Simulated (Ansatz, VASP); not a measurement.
## GaSe in VASP and in Ansatz

```
CELL_PARAMETERS angstrom
3.71104 0.00000 0.00000
-1.85552 3.21385 0.00000
0.00000 0.00000 15.74646
ATOMIC_POSITIONS crystal
Ga 0.33333 0.66667 0.17365
Ga 0.66667 0.33333 0.67365
Ga 0.33333 0.66667 0.32635
Ga 0.66667 0.33333 0.82635
Se 0.33333 0.66667 0.59981
Se 0.66667 0.33333 0.09981
Se 0.33333 0.66667 0.90019
Se 0.66667 0.33333 0.40019
```

Alike in both runs: functional LDA; k mesh 9 × 9 × 2; occupations gaussian, width 0.02 eV; no spin polarisation.

Ansatz relaxed the structure, and its values are those at the end. VASP's run is a single point on that final structure, the one shown.

|  | VASP | Ansatz |
| --- | --- | --- |
| version | VASP 6.6.1 | Ansatz 0.2.0 |
| potentials or method | VASP PAW LDA potentials, release 64 (Ga_d, Se), cutoff 500 eV | scalar-relativistic, plane waves, PAW |
| valence electrons in the cell | 76 | 116 |

```tsv
	VASP	Ansatz	Ansatz less VASP
gap on the k mesh at the Fermi level (eV)	0.86	0.85	-0.011
least direct gap on the mesh (eV)	0.86	0.85	-0.011
pressure (GPa)	0.3	0.0	-0.28
rms of the force components (eV/Å)	0.020	0.002	-0.0178
```

LDA's correlation is that of Perdew and Zunger in VASP and of Perdew and Wang (1992) in Ansatz. VASP's potentials hold 76 valence electrons a cell and Ansatz's 116, so a difference there can come from the potentials and not from the codes.
